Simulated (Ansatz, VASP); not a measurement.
## One calculation of MgS, two programs

```
S Mg
1.0
     0.00000    2.49312    2.49312
     2.49312    0.00000    2.49312
     2.49312    2.49312    0.00000
S Mg
1 1
Cartesian
  2.4931 2.4931 2.4931
  0.0000 0.0000 0.0000
```

Alike in both runs: functional B3LYP; dispersion D3(BJ); k mesh 6 × 6 × 6; no spin polarisation.

```csv
,VASP,Ansatz
version,VASP 6.6.1,Ansatz 0.2.0
potentials or method,"VASP PAW PBE potentials, release 64 (S, Mg)",PseudoDojo standard (PBE files)
plane-wave cutoff (eV),520,1143
occupations,"methfessel-paxton of order 1, width 0.1 eV","cold, width 0.1 eV"
valence electrons in the cell,8,16
task,single point,density of states
```

Ansatz gave:

| Quantity | Value |
| --- | --- |
| gap on the k mesh at the Fermi level (eV) | 4.50 |
| least direct gap on the mesh (eV) | 6.55 |
| pressure (GPa) | 8.3 |

**Question.** What did VASP give for the same quantities?

**Answer.** gap on the k mesh at the Fermi level (eV): 4.53; least direct gap on the mesh (eV): 6.52; pressure (GPa): 7.3.

VASP's potentials were made for PBE, not for B3LYP. VASP's potentials hold 8 valence electrons a cell and Ansatz's 16, so a difference there can come from the potentials and not from the codes.

Noted on Ansatz's run: the potentials were made for another functional, which shifts forces and pressure.
